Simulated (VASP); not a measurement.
# Mo in VASP: relaxation of the atoms with PBE+D3(BJ)

Aim: the relaxation of the atoms of Mo with PBE+D3(BJ).

All numbers are computed with VASP 6.6.1; they aren't measurements. Logs are shortened: lines on timing, memory, paths and dates and some standing lists are left out, and cuts for length are marked.

**1. The cell of the first run**

The cell holds a slab with vacuum, 4 atoms: a = 3.130 Å, b = 3.130 Å, c = 18.695 Å, α = 90.00°, β = 90.00°, γ = 90.00°.

**2. Relaxation of the atoms, PBE+D3(BJ)**

INCAR reads:

```
SYSTEM = Mo
PREC = Accurate ; ENCUT = 520
EDIFF = 1E-6 ; ISMEAR = 0
SIGMA = 0.1 ; LREAL = .FALSE.
LASPH = .TRUE. ; NELM = 80
ALGO = Normal ; ISIF = 2
LWAVE = .FALSE. ; LCHARG = .FALSE.
LDIPOL = .TRUE. ; IDIPOL = 3
DIPOL = 0.5 0.5 0.500 ; GGA = PE
IVDW = 12 ; IBRION = 2
NSW = 70 ; EDIFFG = -0.03
```

KPOINTS reads:

```
regular mesh
0
G
  9 9 1
  0 0 0
```

POSCAR reads:

```
Mo
1.0
    3.1302503762      0.0000000000      0.0000000000
    0.0000000000      3.1302503762      0.0000000000
    0.0000000000      0.0000000000     18.6953755644
Mo
4
Selective dynamics
Direct
    0.5000000000      0.5000000000      0.3744241444  F F F
    0.0000000000      0.0000000000      0.4581413815  F F F
    0.5000000000      0.5000000000      0.5418586185  T T T
    0.0000000000      0.0000000000      0.6255758556  T T T
```

Potentials or basis: VASP PAW PBE potentials, release 64 (Mo_sv).

Run with:

```bash
$ cat potpaw_PBE.64/Mo_sv/POTCAR > POTCAR
$ mpirun -np 1 vasp_std > vasp.out
```

OUTCAR:

```text
SYSTEM = Mo
   PREC = Accurate
   ENCUT = 520
   EDIFF = 1E-6
   ISMEAR = 0
   LREAL = .FALSE.
   LASPH = .TRUE.
   NELM = 80
   ISIF = 2
   GGA = PE
   IVDW = 12
   IBRION = 2
   NSW = 70
   EDIFFG = -0.03
 IVDW          = 12

 ion  position               nearest neighbor table
   1  0.500  0.500  0.374-   2 2.71   2 2.71   2 2.71   2 2.71   3 3.13
   2  0.000  0.000  0.458-   3 2.71   3 2.71   3 2.71   3 2.71   1 2.71   1 2.71   1 2.71   1 2.71
                             4 3.13
   3  0.500  0.500  0.542-   2 2.71   2 2.71   2 2.71   2 2.71   4 2.71   4 2.71   4 2.71   4 2.71
                             1 3.13
   4  0.000  0.000  0.626-   3 2.71   3 2.71   3 2.71   3 2.71   2 3.13

  LATTYP: Found a simple tetragonal cell.
 ALAT       =     3.1302503762
 C/A-ratio  =     5.9724856857

  Lattice vectors:

 A1 = (   3.1302503762,   0.0000000000,   0.0000000000)
 A2 = (   0.0000000000,   3.1302503762,   0.0000000000)
 A3 = (   0.0000000000,   0.0000000000,  18.6953755644)

Analysis of symmetry for initial positions (statically):
=====================================================================
 Subroutine PRICEL returns:
 Original cell was already a primitive cell.

 Routine SETGRP: Setting up the symmetry group for a
 simple tetragonal supercell.

 Subroutine GETGRP returns: Found 16 space group operations
 (whereof  8 operations were pure point group operations)
 out of a pool of 16 trial point group operations.

The static configuration has the point symmetry C_4v.
 The point group associated with its full space group is D_4h.

Analysis of symmetry for dynamics (positions and initial velocities):
=====================================================================
 Subroutine PRICEL returns:
 Original cell was already a primitive cell.

 Routine SETGRP: Setting up the symmetry group for a
 simple tetragonal supercell.

 Subroutine GETGRP returns: Found 16 space group operations
 (whereof  8 operations were pure point group operations)
 out of a pool of 16 trial point group operations.

The dynamic configuration has the point symmetry C_4v.
 The point group associated with its full space group is D_4h.

Analysis of constrained symmetry for selective dynamics:
=====================================================================
 Subroutine PRICEL returns:
 Original cell was already a primitive cell.

 Routine SETGRP: Setting up the symmetry group for a
 simple tetragonal supercell.

 Subroutine GETGRP returns: Found  8 space group operations
 (whereof  8 operations were pure point group operations)
 out of a pool of 16 trial point group operations.

The constrained configuration has the point symmetry C_4v.

 Subroutine INISYM returns: Found  8 space group operations
 (whereof  8 operations are pure point group operations),
 and found     1 'primitive' translations

----------------------------------------------------------------------------------------

                                     Primitive cell

  volume of cell :     183.1860

  direct lattice vectors                    reciprocal lattice vectors
     3.130250376  0.000000000  0.000000000     0.319463263  0.000000000  0.000000000
     0.000000000  3.130250376  0.000000000     0.000000000  0.319463263  0.000000000
     0.000000000  0.000000000 18.695375564     0.000000000  0.000000000  0.053489163

  length of vectors
     3.130250376  3.130250376 18.695375564     0.319463263  0.319463263  0.053489163

  position of ions in fractional coordinates (direct lattice)
     0.500000000  0.500000000  0.374424144
     0.000000000  0.000000000  0.458141381
     0.500000000  0.500000000  0.541858619
     0.000000000  0.000000000  0.625575856

  ion indices of the primitive-cell ions
   primitive index   ion index
                 1           1
                 2           2
                 3           3
                 4           4

----------------------------------------------------------------------------------------

[... 30 lines left out ...]
  0.444444  0.000000  0.000000      4.000000
  0.111111  0.111111  0.000000      4.000000
  0.222222  0.111111  0.000000      8.000000
  0.333333  0.111111  0.000000      8.000000
  0.444444  0.111111  0.000000      8.000000
  0.222222  0.222222  0.000000      4.000000
  0.333333  0.222222  0.000000      8.000000
  0.444444  0.222222  0.000000      8.000000
  0.333333  0.333333  0.000000      4.000000
  0.444444  0.333333  0.000000      8.000000
  0.444444  0.444444  0.000000      4.000000
   k-points           NKPTS =     15   k-points in BZ     NKDIM =     15   number of bands    NBANDS=     33
   number of dos      NEDOS =    301   number of ions     NIONS =      4
   total plane-waves  NPLWV =  80640
   dimension x,y,z NGX =    24 NGY =   24 NGZ =  140
   dimension x,y,z NGXF=    48 NGYF=   48 NGZF=  280
   ions per type =               4
   NGX,Y,Z   is equivalent  to a cutoff of  12.75, 12.75, 12.45 a.u.
   NGXF,Y,Z  is equivalent  to a cutoff of  25.49, 25.49, 24.90 a.u.
 SYSTEM =  Mo
   PREC   = accura    normal or accurate (medium, high low for compatibility)
   ISTART =      0    job   : 0-new  1-cont  2-samecut
   ICHARG =      2    charge: 1-file 2-atom 10-const
   ISPIN  =      1    spin polarized calculation?
   LNONCOLLINEAR =      F non collinear calculations
   LSORBIT =      F    spin-orbit coupling
   LASPH  =      T    aspherical Exc in radial PAW
   ENCUT  =  520.0 eV  38.22 Ry    6.18 a.u.   5.82  5.82 34.76*2*pi/ulx,y,z
   NELM   =     80;   NELMIN=  2; NELMDL= -5     # of ELM steps
   EDIFF  = 0.1E-05   stopping-criterion for ELM
   LREAL  =      F    real-space projection
   EDIFFG = -.3E-01   stopping-criterion for IOM
   NSW    =     70    number of steps for IOM
   IBRION =      2    ionic relax: 0-MD 1-quasi-New 2-CG
   NFREE  =      1    steps in history (QN), initial steepest desc. (CG)
   ISIF   =      2    stress and relaxation
   ISYM   =      2    0-nonsym 1-usesym 2-fastsym
   POTIM  = 0.5000    time-step for ionic-motion
   TEBEG  =    0.0;   TEEND  =   0.0 temperature during run
   PSTRESS=    0.0 pullay stress
   NELECT =      56.0000    total number of electrons
   NUPDOWN=      -1.0000    fix difference up-down
   EMIN   =  10.00;   EMAX   =-10.00  energy-range for DOS
   EFERMI =   0.00;   METHOD = LEGACY
   ISMEAR =     0;   SIGMA  =   0.10  broadening in eV -4-tet -1-fermi 0-gaus
   EFERMI_NEDOS =   21; number of points for ismear=-14 and -15
   IALGO  =     38    algorithm
   IMIX   =      4    mixing-type and parameters
     AMIX     =   0.40;   BMIX     =  1.00
     AMIX_MAG =   1.60;   BMIX_MAG =  1.00
  volume/ion in A,a.u.               =      45.80       309.05
  Fermi-wavevector in a.u.,A,eV,Ry     =   1.102825  2.084038 16.547728  1.216224
  Thomas-Fermi vector in A             =   2.239274
   LORBIT       =      0    0 simple, 1 ext, 2 COOP (PROOUT), +10 PAW based schemes
   GGA     = PE    functional components
   LHFCALC =     F    Hartree Fock is set to
   AEXX    =    0.0000 exact exchange contribution
   IVDW    =    12    specifies the selected vdW correction
   LEPSILON=     F    determine dielectric tensor
   LRPA    =     F    only Hartree local field effects (RPA)
 conjugate gradient relaxation of ions
 non-spin polarized calculation
 Gauss-broadening in eV      SIGMA  =   0.10
  energy-cutoff  :      520.00
  volume of cell :      183.19
 maximum number of plane-waves:      4980
 NGX is ok and might be reduce to    24
   NGX = 11   NGY = 11   NGZ = 69

--------------------------------------- Ionic step        1  -------------------------------------------

 number of electron      55.9999998 magnetization

 Free energy of the ion-electron system (eV)
  ---------------------------------------------------
  ext. energy  EPLUGINS =         0.00000000
  ---------------------------------------------------
  free energy    TOTEN  =       -39.54811540 eV

  energy without entropy =      -39.52028205  energy(sigma->0) =      -39.53419872

------------------------ aborting loop because EDIFF is reached ----------------------------------------

 Edisp (eV)   -1.81234

 E8    (eV) :    -0.8945
[... 203 lines left out ...]
 number of electron      55.9999995 magnetization

------------------------ aborting loop because EDIFF is reached ----------------------------------------

 vacuum level on the upper side and lower side of the slab       (xc-potential included)        -0.027         0.014

 Edisp (eV)   -1.82596

 E8    (eV) :    -0.9019

  FORCE on cell =-STRESS in cart. coord.  units (eV):
  Direction    XX          YY          ZZ          XY          YZ          ZX
  --------------------------------------------------------------------------------------
  -------------------------------------------------------------------------------------
  Total      -5.42190    -5.42190    -2.33452     0.00000     0.00000     0.00000
  in kB     -47.42087   -47.42087   -20.41816     0.00000     0.00000     0.00000
  external pressure =      -38.42 kB  Pullay stress =        0.00 kB
[... 61 lines left out ...]
  FREE ENERGIE OF THE ION-ELECTRON SYSTEM (eV)
  ---------------------------------------------------
  free  energy   TOTEN  =       -41.5063550797 eV

  energy  without entropy=      -41.4839097551  energy(sigma->0) =      -41.49513242

 dipolmoment           0.000000      0.000000      0.000272 electrons x Angstroem

--------------------------------------- Ionic step        8  -------------------------------------------

 number of electron      55.9999994 magnetization

 dipolmoment           0.000000      0.000000     -0.002074 electrons x Angstroem

 Free energy of the ion-electron system (eV)
  ---------------------------------------------------
  ext. energy  EPLUGINS =         0.00000000
  ---------------------------------------------------
  free energy    TOTEN  =       -39.68060225 eV

  energy without entropy =      -39.65818118  energy(sigma->0) =      -39.66939172

 E-fermi :   1.7759     XC(G=0):  -5.7555

 val. band max:        1.7707527375   @ k =   0.1111   0.0000   0.0000
 cond. band min:       1.7883166023   @ k =   0.3333   0.2222   0.0000
 fundamental gap:      0.0175638648
 Fermi energy:         1.7759166132

 k-point     1 :       0.0000    0.0000    0.0000
  band No.  band energies     occupation
      1     -59.1591      2.00000
      2     -58.9767      2.00000
      3     -58.7248      2.00000
      4     -58.5999      2.00000
      5     -33.4251      2.00000
      6     -33.3546      2.00000
[... 529 lines left out ...]
     32       4.0715      0.00000
     33       4.2194      0.00000

------------------------ aborting loop because EDIFF is reached ----------------------------------------

 vacuum level on the upper side and lower side of the slab       (xc-potential included)        -0.051        -0.096

 Edisp (eV)   -1.82593

 E8    (eV) :    -0.9019

  FORCE on cell =-STRESS in cart. coord.  units (eV):
  Direction    XX          YY          ZZ          XY          YZ          ZX
  --------------------------------------------------------------------------------------
  -------------------------------------------------------------------------------------
  Total      -5.47259    -5.47259    -2.37886     0.00000     0.00000     0.00000
  in kB     -47.86427   -47.86427   -20.80596     0.00000     0.00000     0.00000
  external pressure =      -38.84 kB  Pullay stress =        0.00 kB
[... 19 lines left out ...]
  FREE ENERGIE OF THE ION-ELECTRON SYSTEM (eV)
  ---------------------------------------------------
  free  energy   TOTEN  =       -41.5065286517 eV

  energy  without entropy=      -41.4841075771  energy(sigma->0) =      -41.49531811

 reached required accuracy - stopping structural energy minimisation

 vacuum level on the upper side and lower side of the slab         5.489         5.492
```

Run time: 6 min. Hardware: 1 thread of Oxide Virtual Turin-like, shared host; peak memory 0.27 GiB.

What came out:

* Free energy: -41.5065 eV
* Energy gained by relaxing: 36.5 meV/atom
* Ionic steps: 8
* Band gap on the k mesh: zero (bands 28 and 29 overlap by 1.68 eV)
* Dispersion energy per atom: -0.456 eV

The path:
```tsv
step	energy change (eV)	largest force on free atoms (eV/Å)	pressure (GPa)
1	0.0000	1.5603	-5.43
2	-0.1386	0.4005	-4.48
3	-0.1422	0.1474	-4.28
4	-0.1422	0.1662	-4.25
5	-0.1438	0.1452	-4.15
6	-0.1459	0.0804	-3.84
7	-0.1459	0.0709	-3.91
8	-0.1461	0.0024	-3.88
```

Final structure:
```xyz
4
Lattice="3.1303 0.0000 0.0000 0.0000 3.1303 0.0000 0.0000 0.0000 18.6954" Properties=species:S:1:pos:R:3 pbc="T T T"
Mo    1.5651    1.5651    7.0000
Mo    0.0000    0.0000    8.5651
Mo    1.5651    1.5651   10.1929
Mo    0.0000    0.0000   11.5831
```

Levels at points of the mesh, in eV from the Fermi level:
| k point | band 26 | band 27 | band 28 | band 29 | band 30 | band 31 | band 32 | band 33 |
| --- | --- | --- | --- | --- | --- | --- | --- | --- |
| (0.00, 0.00, 0.00) | -0.73 | -0.29 | -0.29 | -0.14 | 0.09 | 0.53 | 1.04 | 1.04 |
